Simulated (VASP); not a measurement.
# HfC (Fm-3m) in VASP: notebook, part 2 of 2

VASP 6.6.1. Earlier steps stand in the parts before.

## Step 4: Electric field gradients, LDA (volume scaled by 1.06)

Input file INCAR:

```
SYSTEM = HfC
  PREC = Accurate
  ENCUT = 520
  EDIFF = 1E-8
  ISMEAR = -1
  SIGMA = 0.05
  LREAL = .False.
  LASPH = .True.
  NELM = 100
  ALGO = Normal
  ISIF = 2
  LWAVE = .False.
  LCHARG = .False.
  LEFG = .True.
  NBANDS = 14
```

Input file KPOINTS:

```
regular mesh
0
Gamma
  14 14 14
  0 0 0
```

Input file POSCAR:

```
HfC
1.0
    0.0000000000      2.3625844756      2.3625844756
    2.3625844756      0.0000000000      2.3625844756
    2.3625844756      2.3625844756      0.0000000000
Hf C
1 1
Direct
    0.0000000000      0.0000000000      0.0000000000
    0.5000000000      0.5000000000      0.5000000000
```

Potentials or basis: VASP PAW LDA potentials, release 64 (Hf_pv, C).

Command:

```sh
> cat potpaw_LDA.64/Hf_pv/POTCAR potpaw_LDA.64/C/POTCAR > POTCAR
> mpirun -np 1 vasp_std > vasp.out
```

OUTCAR:

```text
SYSTEM = HfC
   PREC = Accurate
   ENCUT = 520
   EDIFF = 1E-8
   ISMEAR = -1
   LREAL = .False.
   LASPH = .True.
   NELM = 100
   ISIF = 2

 ion  position               nearest neighbor table
   1  0.000  0.000  0.000-   2 2.36   2 2.36   2 2.36   2 2.36   2 2.36   2 2.36
   2  0.500  0.500  0.500-   1 2.36   1 2.36   1 2.36   1 2.36   1 2.36   1 2.36

  LATTYP: Found a face centered cubic cell.
 ALAT       =     4.7251689512

  Lattice vectors:

 A1 = (   0.0000000000,   2.3625844756,   2.3625844756)
 A2 = (   2.3625844756,   0.0000000000,   2.3625844756)
 A3 = (   2.3625844756,   2.3625844756,   0.0000000000)

Analysis of symmetry for initial positions (statically):
=====================================================================
 Subroutine PRICEL returns:
 Original cell was already a primitive cell.

 Routine SETGRP: Setting up the symmetry group for a
 face centered cubic supercell.

 Subroutine GETGRP returns: Found 48 space group operations
 (whereof 48 operations were pure point group operations)
 out of a pool of 48 trial point group operations.

The static configuration has the point symmetry O_h .

Analysis of symmetry for dynamics (positions and initial velocities):
=====================================================================
 Subroutine PRICEL returns:
 Original cell was already a primitive cell.

 Routine SETGRP: Setting up the symmetry group for a
 face centered cubic supercell.

 Subroutine GETGRP returns: Found 48 space group operations
 (whereof 48 operations were pure point group operations)
 out of a pool of 48 trial point group operations.

The dynamic configuration has the point symmetry O_h .

 Subroutine INISYM returns: Found 48 space group operations
 (whereof 48 operations are pure point group operations),
 and found     1 'primitive' translations

----------------------------------------------------------------------------------------

                                     Primitive cell

  volume of cell :      26.3750

  direct lattice vectors                    reciprocal lattice vectors
     0.000000000  2.362584476  2.362584476    -0.211632644  0.211632644  0.211632644
     2.362584476  0.000000000  2.362584476     0.211632644 -0.211632644  0.211632644
     2.362584476  2.362584476  0.000000000     0.211632644  0.211632644 -0.211632644

  length of vectors
     3.341199008  3.341199008  3.341199008     0.366558493  0.366558493  0.366558493

  position of ions in fractional coordinates (direct lattice)
[... 8 lines left out ...]
----------------------------------------------------------------------------------------

 KPOINTS: regular mesh

Automatic generation of k-mesh.
 Grid dimensions read from file:
 generate k-points for:   14   14   14

 Generating k-lattice:

  Cartesian coordinates                     Fractional coordinates (reciprocal lattice)
    -0.015116617  0.015116617  0.015116617     0.071428571  0.000000000  0.000000000
     0.015116617 -0.015116617  0.015116617     0.000000000  0.071428571  0.000000000
     0.015116617  0.015116617 -0.015116617     0.000000000  0.000000000  0.071428571

  Length of vectors
     0.026182749  0.026182749  0.026182749

[... 76 lines left out ...]
  Thomas-Fermi vector in A             =   2.454976
   LORBIT       =      0    0 simple, 1 ext, 2 COOP (PROOUT), +10 PAW based schemes
   GGA     = CA    functional components
   LHFCALC =     F    Hartree Fock is set to
   AEXX    =    0.0000 exact exchange contribution
   IVDW    =     0    specifies the selected vdW correction
   LEPSILON=     F    determine dielectric tensor
   LRPA    =     F    only Hartree local field effects (RPA)
 non-spin polarized calculation
  energy-cutoff  :      520.00
  volume of cell :       26.37
 maximum number of plane-waves:       725
 NGX is ok and might be reduce to    28
   NGX = 13   NGY = 13   NGZ = 13

 number of electron      14.0000000 magnetization

 Free energy of the ion-electron system (eV)
  ---------------------------------------------------
  ext. energy  EPLUGINS =         0.00000000
  ---------------------------------------------------
  free energy    TOTEN  =       -22.72413475 eV

  energy without entropy =      -22.72132291  energy(sigma->0) =      -22.72272883

 E-fermi :   5.4414     XC(G=0): -12.2565

 val. band max:        5.3784843706   @ k =   0.5000   0.5000   0.0000
 cond. band min:       5.4696426942   @ k =   0.4286   0.3571   0.0000
 fundamental gap:      0.0911583236
 Fermi energy:         5.4413610359

 k-point     1 :       0.0000    0.0000    0.0000
  band No.  band energies     occupation
      1     -24.1555      2.00000
      2     -24.1555      2.00000
      3     -24.1555      2.00000
      4      -6.4304      2.00000
      5       6.4721      0.00000
      6       6.4721      0.00000
      7       6.4721      0.00000
      8       6.7553      0.00000
      9       6.7553      0.00000
     10       6.7553      0.00000
     11       8.6461      0.00000
     12       8.6461      0.00000
     13      11.8586      0.00000
     14      16.3810      0.00000
[... 377 lines left out ...]
      1     -24.4423      2.00000
      2     -24.2281      2.00000
      3     -24.2188      2.00000
      4      -4.9626      2.00000
      5       2.1813      2.00000
      6       3.8906      2.00000
      7       4.4238      2.00000
      8       6.5936      0.00000
      9       9.3390      0.00000
     10       9.6591      0.00000
     11      11.1215      0.00000
     12      12.4859      0.00000
     13      15.5508      0.00000
     14      18.0552      0.00000

 [... further k-points ...]

------------------------ aborting loop because EDIFF is reached ----------------------------------------

  FORCE on cell =-STRESS in cart. coord.  units (eV):
  Direction    XX          YY          ZZ          XY          YZ          ZX
  --------------------------------------------------------------------------------------
  -------------------------------------------------------------------------------------
  Total       -3.4738050     -3.4738050     -3.4738050      0.0000000     -0.0000000     -0.0000000
  in kB     -211.0201758   -211.0201758   -211.0201758      0.0000000     -0.0000000     -0.0000000
  external PRESSURE =    -211.0201758 kB  Pullay stress =       0.0000000 kB

 VOLUME and BASIS-vectors are now :
 -----------------------------------------------------------------------------
  energy-cutoff  :      520.00
  volume of cell :       26.37
      direct lattice vectors                 reciprocal lattice vectors
     0.000000000  2.362584476  2.362584476    -0.211632644  0.211632644  0.211632644
     2.362584476  0.000000000  2.362584476     0.211632644 -0.211632644  0.211632644
     2.362584476  2.362584476  0.000000000     0.211632644  0.211632644 -0.211632644

 POSITION                                       TOTAL-FORCE (eV/Angst)
 -----------------------------------------------------------------------------------
      0.00000      0.00000      0.00000         0.000000     -0.000000      0.000000
      2.36258      2.36258      2.36258        -0.000000      0.000000     -0.000000
 -----------------------------------------------------------------------------------
    total drift:                                0.000000      0.000000      0.000000

  FREE ENERGIE OF THE ION-ELECTRON SYSTEM (eV)
  ---------------------------------------------------
  free  energy   TOTEN  =       -22.7241347536 eV

  energy  without entropy=      -22.7213229139  energy(sigma->0) =      -22.72272883

 Electric field gradients (V/A^2)
---------------------------------------------------------------------
 ion       V_xx      V_yy      V_zz      V_xy      V_xz      V_yz
---------------------------------------------------------------------
   1      -0.000    -0.000     0.000    -0.000    -0.000    -0.000
   2      -0.000     0.000    -0.000    -0.000    -0.000    -0.000
---------------------------------------------------------------------

 Electric field gradients after diagonalization (V/A^2)
 (convention: |V_zz| > |V_xx| > |V_yy|)
----------------------------------------------------------------------
 ion       V_xx      V_yy      V_zz     asymmetry (V_yy - V_xx)/ V_zz
----------------------------------------------------------------------
   1       0.000     0.000    -0.001       0.000
   2       0.000     0.000    -0.000       0.000
----------------------------------------------------------------------

           NMR quadrupolar parameters

 Cq : quadrupolar parameter    Cq=e*Q*V_zz/h
 eta: asymmetry parameters     (V_yy - V_xx)/ V_zz
 Q  : nuclear electric quadrupole moment in mb (millibarn)
----------------------------------------------------------------------
 ion       Cq(MHz)       eta       Q (mb)
----------------------------------------------------------------------
   1      -0.000       0.000       1.000
   2      -0.000       0.000       1.000
----------------------------------------------------------------------
```

OSZICAR:

```text
N       E                     dE             d eps       ncg     rms          rms(c)
DAV:   1     0.241970144156E+02    0.24197E+02   -0.73646E+03  2920   0.948E+02
DAV:   2    -0.242825629149E+02   -0.48480E+02   -0.45758E+02  3834   0.202E+02
DAV:   3    -0.259503133623E+02   -0.16678E+01   -0.16610E+01  3482   0.276E+01
DAV:   4    -0.259586689459E+02   -0.83556E-02   -0.83549E-02  3422   0.243E+00
DAV:   5    -0.259587266045E+02   -0.57659E-04   -0.57659E-04  3514   0.176E-01    0.532E+01
DAV:   6    -0.228732901707E+02    0.30854E+01   -0.12897E+01  3206   0.182E+01    0.387E+01
DAV:   7    -0.227550520844E+02    0.11824E+00   -0.67316E-01  3674   0.541E+00    0.249E+01
DAV:   8    -0.227358423513E+02    0.19210E-01   -0.13746E-01  3500   0.256E+00    0.768E+00
DAV:   9    -0.227245430158E+02    0.11299E-01   -0.37309E-02  3320   0.109E+00    0.219E+00
DAV:  10    -0.227241416827E+02    0.40133E-03   -0.19742E-03  3670   0.312E-01    0.650E-02
DAV:  11    -0.227241352348E+02    0.64479E-05   -0.10511E-04  3320   0.828E-02    0.483E-02
DAV:  12    -0.227241350229E+02    0.21193E-06   -0.28820E-06  3816   0.132E-02    0.278E-02
DAV:  13    -0.227241347500E+02    0.27287E-06   -0.56521E-07  3266   0.415E-03    0.321E-03
DAV:  14    -0.227241347536E+02   -0.36416E-08   -0.49026E-08  3638   0.165E-03
   1 F= -.22724135E+02 E0= -.22722729E+02  d E =-.281184E-02
```

stdout:

```text
POSCAR found type information on POSCAR HfC
 POSCAR found :  2 types and       2 ions
 scaLAPACK will be used
 LDA part: xc-table for (Slater(with rela. corr.)+CA(PZ))
 , standard interpolation
 POSCAR, INCAR and KPOINTS ok, starting setup
 FFT: planning ... GRIDC
 FFT: planning ... GRID_SOFT
 FFT: planning ... GRID
 WAVECAR not read
 entering main loop
ion   1

ion   2
```

It took 28 s on 1 thread of Intel Xeon 6975P-C, shared host; peak memory 0.17 GiB.

Results:

```
Free energy            : -22.7241 eV
Pressure               : -21.1 GPa
Band gap on the k mesh : zero (band 7 reaches 6.47 eV, above the bottom of band 8 at 5.07 eV)
```

Levels at points of the mesh, in eV from the Fermi level:
```csv
k point,band 3,band 4,band 5,band 6,band 7,band 8,band 9,band 10,band 11,band 12
"(0.00, 0.00, 0.00)",-29.60,-11.87,1.03,1.03,1.03,1.31,1.31,1.31,3.20,3.20
"(0.50, 0.00, 0.00)",-29.66,-8.32,-5.88,-2.80,-2.80,4.96,4.96,5.42,6.43,10.75
"(0.50, 0.50, 0.00)",-29.80,-9.98,-2.50,-1.64,-0.06,-0.06,5.00,6.27,6.27,7.80
```

Caveat: without QUAD_EFG the Cq values of the log hold for a quadrupole moment of 1 mb, not for the nuclei; spin-orbit coupling is left out, which moves the levels of the heavy elements.

## Step 5: The runs side by side

```csv
cell,gap on the mesh (eV),pressure (GPa)
"a = 3.277 Å, angles 60.0°, 2 atoms",none,-9.3
"a = 3.299 Å, angles 60.0°, 2 atoms",none,-13.7
"a = 3.341 Å, angles 60.0°, 2 atoms",none,-21.1
```

Alike in all rows: task electric field gradients; level LDA; potentials or basis VASP PAW LDA potentials, release 64 (Hf_pv, C); no spin polarisation; k mesh 14 × 14 × 14; cutoff (eV) 520; smearing fermi-dirac 0.05 eV.

Caveats: spin-orbit coupling is left out, which moves the levels of the heavy elements.

Absolute energies hang on the potentials; compare differences alone.
